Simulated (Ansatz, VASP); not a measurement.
## One calculation of MoSe, two programs

```
Mo Se
1.0
     0.00000    2.70875    2.70875
     2.70875    0.00000    2.70875
     2.70875    2.70875    0.00000
Mo Se
1 1
Cartesian
  0.0000 0.0000 0.0000
  1.3544 1.3544 1.3544
```

Alike in both runs: task relaxation of cell and atoms; functional PBE; k mesh 6 × 6 × 6; occupations gaussian, width 0.1 eV; collinear spin.

```csv
,VASP,Ansatz
version,VASP 6.6.1,Ansatz 0.2.0
potentials or method,"VASP PAW PBE potentials, release 64 (Mo_sv, Se), cutoff 600 eV","scalar-relativistic, plane waves, PAW"
valence electrons in the cell,20,30
```

|  | VASP | Ansatz | Ansatz less VASP |
| --- | --- | --- | --- |
| gap on the k mesh at the Fermi level, each at its own relaxed structure (eV) | none | none | - |
| net moment per atom (μB) | 0.61 | 0.60 | -0.012 |
| size of the moment on the site where the two differ most (μB) | 1.08 | 0.84 | -0.238 |
| relaxed volume (Å³/atom) | 22.98 | 22.91 | -0.070 |
| relaxed cell length with the largest relative difference (Å) | 4.021 | 4.016 | -0.0041 |

Site moments also hang on the region over which each program counts them. A gap of «none» marks a metal or a gap that the smearing closes. VASP's potentials hold 20 valence electrons a cell and Ansatz's 30, so a difference there can come from the potentials and not from the codes.

Noted on VASP's run: the volume moved by over 15 % at a fixed basis, so the end points are rough.
